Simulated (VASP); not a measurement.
Input of a VASP 6.6.1 run:

The input INCAR:

```
ALGO = Fast
EDIFF = 1E-7
ENCUT = 520
GGA = PE
ISIF = 2
ISMEAR = 0
IVDW = 12
LASPH = T
LCHARG = F
LREAL = F
LWAVE = F
NBANDS = 12
NELM = 100
PREC = Accurate
SIGMA = 0.1
```

Contents of KPOINTS:

```
k-points
0
Gamma
  20 20 20
```

Contents of POSCAR:

```
Ga
1.0
   -1.4068604442      1.4068604442      2.2672300649
    1.4068604442     -1.4068604442      2.2672300649
    1.4068604442      1.4068604442     -2.2672300649
Ga
1
Direct
    0.0000000000      0.0000000000      0.0000000000
```

Potentials or basis: VASP PAW PBE potentials, release 64 (Ga_d).

The run is started by

```sh
$ cat potpaw_PBE.64/Ga_d/POTCAR > POTCAR
$ mpirun -np 1 vasp_std > vasp.out
```

Question: What does it give for the band gap on the k mesh?

Answer: Zero (an odd number of electrons rules out a gap without spin polarisation).

Question: Predict the pressure.

Answer: -0.1 GPa.

Question: Estimate the dispersion energy per atom.

Answer: -0.320 eV.
